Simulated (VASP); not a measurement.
TiAl3: relaxation of cell and atoms with PBEsol

Crystal: TiAl3.

```
Ti Al
1.0
     2.83968    0.00000    0.00000
     0.00000    4.68126    0.00000
     0.00000    0.00000    4.90074
Ti Al
1 3
Direct
  0.00000 0.50000 0.16592
  0.00000 0.00000 0.83590
  0.50000 0.00000 0.33091
  0.50000 0.50000 0.66727
```

```yaml
Program: VASP 6.6.1
Task: relaxation of cell and atoms
Functional: PBEsol
Potentials_or_basis: VASP PAW PBE potentials, release 64 (Ti_sv, Al)
Cutoff: 600 eV
k_mesh: 9 × 6 × 6
Occupations: fermi-dirac, width 0.05 eV
Spin: no spin polarisation
Target_pressure: 2 GPa
Dipole_correction: no
Further_INCAR_settings: ALGO = Normal; EDIFF = 1e-07; IBRION = 2; EDIFFG = -0.01; NSW = 60; ISIF = 3
```

| Property | Result |
| --- | --- |
| Relaxed volume | 15.61 Å³/atom |
| Relaxed cell | a = 2.748 Å, b = 4.658 Å, c = 4.880 Å, α = 90.00°, β = 90.00°, γ = 90.00° |
| Space group after relaxing (to 0.05 Å) | Pmm2 (No. 25) |
| Energy change on relaxing (the enthalpy is what falls) | -4.4 meV/atom |
| Ionic steps | 11 |
| Pressure after relaxing | 2.0 GPa |

Forces on the atoms (eV/Å):
```
Ti   0.000  0.000 -0.001
Al   0.000  0.000 -0.003
Al   0.000  0.000  0.003
Al   0.000  0.000  0.002
```

The path:
```
step  energy change (eV)  largest force (eV/Å)  pressure (GPa)  volume (Å³)
   1              0.0000                0.0477           -2.34        65.15
   2              0.0151                0.0918            4.66        61.07
   3             -0.0093                0.0662            2.32        62.29
   4             -0.0141                0.0663            2.16        62.38
   5             -0.0157                0.0684            2.05        62.44
   6             -0.0171                0.0511            1.94        62.50
   7             -0.0198                0.0250            1.63        62.67
   8             -0.0183                0.0163            1.89        62.52
   9             -0.0178                0.0182            1.96        62.48
  10             -0.0177                0.0108            1.98        62.47
  11             -0.0176                0.0030            1.99        62.46
```

Final structure:
```xyz
4
Lattice="2.7479 0.0000 0.0000 0.0000 4.6577 0.0000 0.0000 0.0000 4.8800" Properties=species:S:1:pos:R:3 pbc="T T T"
Ti    0.0000    2.3289    0.7937
Al    0.0000    0.0000    4.1015
Al    1.3740    0.0000    1.6309
Al    1.3740    2.3289    3.2337
```

Levels at points of the mesh, in eV from the Fermi level:
| k point | band 9 | band 10 | band 11 | band 12 | band 13 | band 14 |
| --- | --- | --- | --- | --- | --- | --- |
| (0.00, 0.00, 0.00) | -2.75 | -0.91 | -0.47 | 2.63 | 2.65 | 2.71 |
| (0.00, 0.50, 0.00) | -2.09 | -1.61 | -0.22 | 2.58 | 2.64 | 2.73 |
| (0.00, 0.00, 0.50) | -2.23 | -1.17 | -0.37 | 2.32 | 2.55 | 2.72 |
| (0.00, 0.50, 0.50) | -0.25 | -0.10 | 0.70 | 2.57 | 2.60 | 3.55 |

Run time: 8.4 min on 1 thread of Intel(R) Xeon(R) Platinum 8259CL CPU @ 2.50GHz (Skylake/Cascade Lake), on a shared host, peak memory 0.26 GiB.

Caveat: the cell is relaxed towards a set pressure, so the enthalpy falls and the energy may rise; the PAW data sets were made with another functional, which shifts forces and pressure a little.
